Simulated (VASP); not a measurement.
Set up this calculation in VASP 6.6.1, as the native input.

| Quantity | Value |
| --- | --- |
| Task | single point |
| Functional | PBE |
| Potentials or basis | VASP PAW PBE potentials, release 64 (In_d, Sb) |
| Cutoff | 500 eV |
| k mesh | 14 × 14 × 8 |
| Occupations | gaussian, width 0.15 eV |
| Spin | no spin polarisation |
| Dipole correction | no |
| Further INCAR settings | ALGO = Normal; EDIFF = 1e-06; NBANDS = 16 |

The structure of InSb lies in POSCAR:

```
InSb
1.0
    3.1631239889      0.0000000000      0.0000000000
    0.0000000000      3.1631239889      0.0000000000
    0.0000000000      0.0000000000      5.9428164719
In Sb
1 1
Direct
    0.0000000000      0.0000000000      0.0000000000
    0.0000000000      0.0000000000      0.5000000000
```

This cell differs from its parent crystal: the cell strained.

The input as run:

INCAR

```
SYSTEM = InSb
PREC = Accurate
ENCUT = 500
EDIFF = 1E-6
ISMEAR = 0
SIGMA = 0.15
LREAL = .FALSE.
LASPH = .TRUE.
NELM = 120
ALGO = Normal
ISIF = 2
LWAVE = .FALSE.
LCHARG = .TRUE.
GGA = PE
LELF = .TRUE.
LVHAR = .TRUE.
NBANDS = 16
GGA_COMPAT = .FALSE.
```

KPOINTS

```
Automatic mesh
0
G
  14 14 8
  0 0 0
```

Potentials or basis: VASP PAW PBE potentials, release 64 (In_d, Sb).

The run is started by

```console
$ cat potpaw_PBE.64/In_d/POTCAR potpaw_PBE.64/Sb/POTCAR > POTCAR
$ mpirun -np 1 vasp_std > vasp.out
```

Results of the run:

```
Pressure               : 0.3 GPa
Band gap on the k mesh : zero (bands 9 and 10 overlap by 5.33 eV)
```

Caveat: the cell differs from its parent crystal (the cell strained); spin-orbit coupling is left out, which moves the levels of the heavy elements.

Run time: 33 s on 1 thread of Intel(R) Xeon(R) 6975P-C (Granite Rapids), with other jobs on the host, peak memory 0.29 GiB.
